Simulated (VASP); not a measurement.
Input of a VASP 6.6.1 run:

INCAR

```
PREC = Accurate
ENCUT = 520
EDIFF = 1E-6
ISMEAR = -1
SIGMA = 0.1
LREAL = F
LASPH = T
NELM = 60
ALGO = Normal
ISIF = 2
LWAVE = F
LCHARG = T
GGA = PS
LELF = T
LVHAR = T
NBANDS = 18
```

Contents of KPOINTS:

```
Automatic mesh
0
Gamma
  14 14 14
```

Contents of POSCAR:

```
Si2W
1.0
   -1.6069000000      1.6069000000      3.9149500000
    1.6069000000     -1.6069000000      3.9149500000
    1.6069000000      1.6069000000     -3.9149500000
Si W
2 1
Direct
    0.3347000000      0.3347000000      0.0000000000
    0.6653000000      0.6653000000      0.0000000000
    0.0000000000      0.0000000000      0.0000000000
```

Potentials or basis: VASP PAW PBE potentials, release 64 (Si, W_sv).

Command:

```sh
$ cat potpaw_PBE.64/Si/POTCAR potpaw_PBE.64/W_sv/POTCAR > POTCAR
$ mpirun -np 1 vasp_std > vasp.out
```

(1) Predict the largest force.

(2) What does it give for the pressure?

## Answers

(1) 0.020 eV/Å.

(2) -1.6 GPa.

Caveat: the PAW data sets were made with another functional, which shifts forces and pressure a little.
